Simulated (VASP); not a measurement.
# Ge (Cmcm) in VASP: single point with LDA

Aim: the single point of Ge with LDA.

All numbers are computed with VASP 6.6.1; they aren't measurements. Logs are shortened: lines on timing, memory, paths and dates and some standing lists are left out, and cuts for length are marked.

## Step 1: The cell of the first run

The structure is orthorhombic, space group Cmcm (No. 63). The conventional cell has a = 2.934 Å, b = 5.263 Å, c = 4.636 Å, α = 90.00°, β = 90.00°, γ = 90.00°. Within 3.7 Å of Ge (site symmetry m2m) lie 12 Ge at 2.80 to 3.01 Å.

## Step 2: Single point, LDA

INCAR

```
SYSTEM = Ge
ALGO = Normal
EDIFF = 1E-6
ENCUT = 500
GGA = CA
GGA_COMPAT = .FALSE.
ISIF = 2
ISMEAR = 1
LASPH = .TRUE.
LCHARG = .FALSE.
LREAL = .FALSE.
LWAVE = .FALSE.
NBANDS = 21
NELM = 120
PREC = Accurate
SIGMA = 0.1
```

KPOINTS

```
k-points
0
G
  12 12 7
  0 0 0
```

POSCAR

```
Ge
1.0
    1.4670458531     -2.6317176656      0.0000000000
    1.4670458531      2.6317176656      0.0000000000
    0.0000000000      0.0000000000      4.6359942532
Ge
2
Direct
    0.6498853739      0.3501146261      0.7500000000
    0.3501146261      0.6498853739      0.2500000000
```

Potentials or basis: VASP PAW LDA potentials, release 64 (Ge_d).

On the command line:

```sh
$ cat potpaw_LDA.64/Ge_d/POTCAR > POTCAR
$ mpirun -np 1 vasp_std > vasp.out
```

OUTCAR:

```text
SYSTEM = Ge
   EDIFF = 1E-6
   ENCUT = 500
   GGA = CA
   ISIF = 2
   ISMEAR = 1
   LASPH = .TRUE.
   LREAL = .FALSE.
   NELM = 120
   PREC = Accurate

 ion  position               nearest neighbor table
   1  0.650  0.350  0.750-   2 2.80   2 2.80
   2  0.350  0.650  0.250-   1 2.80   1 2.80

  LATTYP: Found a base centered orthorhombic cell.
 ALAT       =     2.9340917062
 B/A-ratio  =     1.7938891685
 C/A-ratio  =     1.5800440877

  Lattice vectors:

 A1 = (   1.4670458531,  -2.6317176656,   0.0000000000)
 A2 = (   1.4670458531,   2.6317176656,   0.0000000000)
 A3 = (   0.0000000000,   0.0000000000,   4.6359942532)

Analysis of symmetry for initial positions (statically):
=====================================================================
 Subroutine PRICEL returns:
 Original cell was already a primitive cell.

 Routine SETGRP: Setting up the symmetry group for a
 base centered orthorhombic supercell.

 Subroutine GETGRP returns: Found  8 space group operations
 (whereof  4 operations were pure point group operations)
 out of a pool of  8 trial point group operations.

The static configuration has the point symmetry C_2h.
 The point group associated with its full space group is D_2h.

Analysis of symmetry for dynamics (positions and initial velocities):
=====================================================================
 Subroutine PRICEL returns:
 Original cell was already a primitive cell.

 Routine SETGRP: Setting up the symmetry group for a
 base centered orthorhombic supercell.

 Subroutine GETGRP returns: Found  8 space group operations
 (whereof  4 operations were pure point group operations)
 out of a pool of  8 trial point group operations.

The dynamic configuration has the point symmetry C_2h.
 The point group associated with its full space group is D_2h.

 Subroutine INISYM returns: Found  8 space group operations
 (whereof  4 operations are pure point group operations),
 and found     1 'primitive' translations

----------------------------------------------------------------------------------------

                                     Primitive cell

  volume of cell :      35.7978

  direct lattice vectors                    reciprocal lattice vectors
     1.467045853 -2.631717666  0.000000000     0.340820976 -0.189989985  0.000000000
     1.467045853  2.631717666  0.000000000     0.340820976  0.189989985  0.000000000
     0.000000000  0.000000000  4.635994253     0.000000000  0.000000000  0.215703460

  length of vectors
     3.012998740  3.012998740  4.635994253     0.390198837  0.390198837  0.215703460

  position of ions in fractional coordinates (direct lattice)
     0.649885374  0.350114626  0.750000000
     0.350114626  0.649885374  0.250000000

  ion indices of the primitive-cell ions
   primitive index   ion index
                 1           1
                 2           2

----------------------------------------------------------------------------------------

 KPOINTS: k-points

Automatic generation of k-mesh.
 Grid dimensions read from file:
 generate k-points for:   12   12    7

 Generating k-lattice:

  Cartesian coordinates                     Fractional coordinates (reciprocal lattice)
     0.028401748 -0.015832499  0.000000000     0.083333333  0.000000000  0.000000000
     0.028401748  0.015832499  0.000000000     0.000000000  0.083333333  0.000000000
     0.000000000  0.000000000  0.030814780     0.000000000  0.000000000  0.142857143

  Length of vectors
     0.032516570  0.032516570  0.030814780

  Shift w.r.t. Gamma in fractional coordinates (k-lattice)
     0.000000000  0.000000000  0.000000000

 Subroutine IBZKPT returns following result:
 ===========================================

 Found    172 irreducible k-points:

 Following reciprocal coordinates:
            Coordinates               Weight
  0.000000  0.000000  0.000000      1.000000
  0.083333 -0.000000  0.000000      4.000000
  0.166667  0.000000  0.000000      4.000000
  0.250000 -0.000000  0.000000      4.000000
  0.333333  0.000000  0.000000      4.000000
  0.416667  0.000000  0.000000      4.000000
[... 16 lines left out ...]
  0.500000  0.166667  0.000000      4.000000
 -0.416667  0.166667  0.000000      4.000000
 [... further k-points ...]
   k-points           NKPTS =    172   k-points in BZ     NKDIM =    172   number of bands    NBANDS=     21
   number of dos      NEDOS =    301   number of ions     NIONS =      2
   total plane-waves  NPLWV =  20736
   dimension x,y,z NGX =    24 NGY =   24 NGZ =   36
   dimension x,y,z NGXF=    48 NGYF=   48 NGZF=   72
   ions per type =               2
   NGX,Y,Z   is equivalent  to a cutoff of  13.24, 13.24, 12.91 a.u.
   NGXF,Y,Z  is equivalent  to a cutoff of  26.48, 26.48, 25.82 a.u.
 SYSTEM =  Ge
   PREC   = accura    normal or accurate (medium, high low for compatibility)
   ISTART =      0    job   : 0-new  1-cont  2-samecut
   ICHARG =      2    charge: 1-file 2-atom 10-const
   ISPIN  =      1    spin polarized calculation?
   LNONCOLLINEAR =      F non collinear calculations
   LSORBIT =      F    spin-orbit coupling
   LASPH  =      T    aspherical Exc in radial PAW
   ENCUT  =  500.0 eV  36.75 Ry    6.06 a.u.   5.49  5.49  8.45*2*pi/ulx,y,z
   NELM   =    120;   NELMIN=  2; NELMDL= -5     # of ELM steps
   EDIFF  = 0.1E-05   stopping-criterion for ELM
   LREAL  =      F    real-space projection
   EDIFFG = 0.1E-04   stopping-criterion for IOM
   NSW    =      0    number of steps for IOM
   IBRION =     -1    ionic relax: 0-MD 1-quasi-New 2-CG
   NFREE  =      0    steps in history (QN), initial steepest desc. (CG)
   ISIF   =      2    stress and relaxation
   ISYM   =      2    0-nonsym 1-usesym 2-fastsym
   POTIM  = 0.5000    time-step for ionic-motion
   TEBEG  =    0.0;   TEEND  =   0.0 temperature during run
   PSTRESS=    0.0 pullay stress
   NELECT =      28.0000    total number of electrons
   NUPDOWN=      -1.0000    fix difference up-down
   EMIN   =  10.00;   EMAX   =-10.00  energy-range for DOS
   EFERMI =   0.00;   METHOD = LEGACY
   ISMEAR =     1;   SIGMA  =   0.10  broadening in eV -4-tet -1-fermi 0-gaus
   EFERMI_NEDOS =   21; number of points for ismear=-14 and -15
   IALGO  =     38    algorithm
   IMIX   =      4    mixing-type and parameters
     AMIX     =   0.40;   BMIX     =  1.00
     AMIX_MAG =   1.60;   BMIX_MAG =  1.00
  volume/ion in A,a.u.               =      17.90       120.79
  Fermi-wavevector in a.u.,A,eV,Ry     =   1.508373  2.850413 30.955846  2.275191
  Thomas-Fermi vector in A             =   2.618836
   LORBIT       =      0    0 simple, 1 ext, 2 COOP (PROOUT), +10 PAW based schemes
   GGA     = CA    functional components
   LHFCALC =     F    Hartree Fock is set to
   AEXX    =    0.0000 exact exchange contribution
   IVDW    =     0    specifies the selected vdW correction
   LEPSILON=     F    determine dielectric tensor
   LRPA    =     F    only Hartree local field effects (RPA)
 non-spin polarized calculation
 Methfessel and Paxton  Order N= 1 SIGMA  =   0.10
  energy-cutoff  :      500.00
  volume of cell :       35.80
 maximum number of plane-waves:       931
 NGX is ok and might be reduce to    24
   NGX = 11   NGY = 11   NGZ = 17

 number of electron      28.0000009 magnetization

 Free energy of the ion-electron system (eV)
  ---------------------------------------------------
  ext. energy  EPLUGINS =         0.00000000
  ---------------------------------------------------
  free energy    TOTEN  =        -9.78037535 eV

  energy without entropy =       -9.77970709  energy(sigma->0) =       -9.78015260

 E-fermi :   7.1029     XC(G=0): -11.8458

 val. band max:        7.0894946096   @ k =   0.5000   0.2500   0.1429
 cond. band min:       7.1046909383   @ k =  -0.4167   0.3333   0.1429
 fundamental gap:      0.0151963288
 Fermi energy:         7.1028670557

 k-point     1 :       0.0000    0.0000    0.0000
  band No.  band energies     occupation
      1     -17.7589      2.00000
      2     -17.7506      2.00000
      3     -17.7419      2.00000
      4     -17.7410      2.00000
      5     -17.7275      2.00000
      6     -17.7222      2.00000
[... 13 lines left out ...]
     20      19.9583      0.00000
     21      20.6702      0.00000

 k-point     2 :       0.0833   -0.0000    0.0000
  band No.  band energies     occupation
      1     -17.7581      2.00000
      2     -17.7487      2.00000
      3     -17.7436      2.00000
      4     -17.7337      2.00000
      5     -17.7277      2.00000
      6     -17.7197      2.00000
[... 13 lines left out ...]
     20      19.9827      0.00000
     21      21.0598      0.00000

 k-point     3 :       0.1667    0.0000    0.0000
  band No.  band energies     occupation
      1     -17.7638      2.00000
      2     -17.7483      2.00000
      3     -17.7427      2.00000
      4     -17.7225      2.00000
      5     -17.7159      2.00000
      6     -17.7123      2.00000
[... 13 lines left out ...]
     20      20.5405      0.00000
     21      21.0659      0.00000

 k-point     4 :       0.2500   -0.0000    0.0000
  band No.  band energies     occupation
      1     -17.7767      2.00000
      2     -17.7547      2.00000
      3     -17.7381      2.00000
      4     -17.7284      2.00000
      5     -17.7126      2.00000
      6     -17.6970      2.00000
[... 13 lines left out ...]
     20      19.2920      0.00000
     21      20.7872      0.00000

 k-point     5 :       0.3333    0.0000    0.0000
  band No.  band energies     occupation
      1     -17.7900      2.00000
      2     -17.7613      2.00000
      3     -17.7454      2.00000
      4     -17.7386      2.00000
      5     -17.7020      2.00000
      6     -17.6757      2.00000
[... 13 lines left out ...]
     20      18.5435      0.00000
     21      20.2131      0.00000

 k-point     6 :       0.4167    0.0000    0.0000
  band No.  band energies     occupation
      1     -17.7996      2.00000
      2     -17.7668      2.00000
      3     -17.7577      2.00000
      4     -17.7408      2.00000
      5     -17.6933      2.00000
      6     -17.6809      2.00000
[... 13 lines left out ...]
     20      18.1170      0.00000
     21      19.7735      0.00000

 k-point     7 :       0.5000   -0.0000    0.0000
  band No.  band energies     occupation
      1     -17.8031      2.00000
      2     -17.7693      2.00000
      3     -17.7617      2.00000
      4     -17.7419      2.00000
      5     -17.6900      2.00000
      6     -17.6827      2.00000
[... 13 lines left out ...]
     20      17.9761      0.00000
     21      19.6261      0.00000
[... 291 lines left out ...]
      1     -17.7778      2.00000
      2     -17.7674      2.00000
      3     -17.7439      2.00000
      4     -17.7280      2.00000
      5     -17.7036      2.00000
      6     -17.6908      2.00000
[... 13 lines left out ...]
     20      17.6725      0.00000
     21      21.1208      0.00000

 k-point    21 :       0.3333    0.1667    0.0000
  band No.  band energies     occupation
      1     -17.7853      2.00000
      2     -17.7752      2.00000
      3     -17.7341      2.00000
      4     -17.7334      2.00000
      5     -17.6952      2.00000
      6     -17.6935      2.00000
[... 13 lines left out ...]
     20      17.3698      0.00000
     21      23.0530      0.00000

 k-point    22 :       0.4167    0.1667    0.0000
  band No.  band energies     occupation
      1     -17.7859      2.00000
      2     -17.7777      2.00000
      3     -17.7395      2.00000
      4     -17.7289      2.00000
      5     -17.6910      2.00000
      6     -17.6901      2.00000
[... 13 lines left out ...]
     20      17.3384      0.00000
     21      23.3650      0.00000

 k-point    23 :       0.5000    0.1667    0.0000
  band No.  band energies     occupation
      1     -17.7785      2.00000
      2     -17.7744      2.00000
      3     -17.7432      2.00000
      4     -17.7329      2.00000
      5     -17.6939      2.00000
      6     -17.6839      2.00000
[... 13 lines left out ...]
     20      17.6007      0.00000
     21      23.3798      0.00000

 k-point    24 :      -0.4167    0.1667    0.0000
  band No.  band energies     occupation
      1     -17.7665      2.00000
      2     -17.7660      2.00000
      3     -17.7468      2.00000
      4     -17.7428      2.00000
      5     -17.6974      2.00000
      6     -17.6763      2.00000
[... 13 lines left out ...]
     20      18.1560      0.00000
     21      22.1002      0.00000

 [... further k-points ...]

------------------------ aborting loop because EDIFF is reached ----------------------------------------

  FORCE on cell =-STRESS in cart. coord.  units (eV):
  Direction    XX          YY          ZZ          XY          YZ          ZX
  --------------------------------------------------------------------------------------
  -------------------------------------------------------------------------------------
  Total       -0.0474519     -0.0310206     -0.0005420      0.0000000      0.0000000      0.0000000
  in kB       -2.1237720     -1.3883676     -0.0242592      0.0000000      0.0000000      0.0000000
  external PRESSURE =      -1.1787996 kB  Pullay stress =       0.0000000 kB

 VOLUME and BASIS-vectors are now :
 -----------------------------------------------------------------------------
  energy-cutoff  :      500.00
  volume of cell :       35.80
      direct lattice vectors                 reciprocal lattice vectors
     1.467045853 -2.631717666  0.000000000     0.340820976 -0.189989985  0.000000000
     1.467045853  2.631717666  0.000000000     0.340820976  0.189989985  0.000000000
     0.000000000  0.000000000  4.635994253     0.000000000  0.000000000  0.215703460

 POSITION                                       TOTAL-FORCE (eV/Angst)
 -----------------------------------------------------------------------------------
      1.46705     -0.78891      3.47700         0.000000      0.003985      0.000000
      1.46705      0.78891      1.15900         0.000000     -0.003985     -0.000000
 -----------------------------------------------------------------------------------
    total drift:                                0.000000      0.000000      0.000000

  FREE ENERGIE OF THE ION-ELECTRON SYSTEM (eV)
  ---------------------------------------------------
  free  energy   TOTEN  =        -9.7803753536 eV

  energy  without entropy=       -9.7797070935  energy(sigma->0) =       -9.78015260
```

It took 25 s on 1 thread of Intel Xeon 6975P-C (Granite Rapids), shared host; peak memory 0.2 GiB.

What came out:

```yaml
Free_energy: -9.7804 eV
Pressure: -0.1 GPa
Largest_force: 0.004 eV/Å
Band_gap_on_the_k_mesh: zero (bands 14 and 15 overlap by 9.13 eV)
```

Forces on the atoms (eV/Å):
```
Ge   0.000  0.004  0.000
Ge   0.000 -0.004  0.000
```

Stress tensor (GPa, compression positive):
```
-0.21  0.00  0.00
 0.00 -0.14  0.00
 0.00  0.00  0.00
```

Levels at points of the mesh, in eV from the Fermi level:
```tsv
k point	band 11	band 12	band 13	band 14	band 15	band 16	band 17	band 18
(0.00, 0.00, 0.00)	-13.64	-7.41	-5.64	5.69	6.99	8.34	8.76	10.37
(0.50, 0.00, 0.00)	-8.75	-7.10	-2.30	-1.15	-1.12	1.79	1.97	5.66
(0.50, 0.50, 0.00)	-8.72	-7.92	-2.14	-1.44	-0.76	0.56	2.75	6.85
```
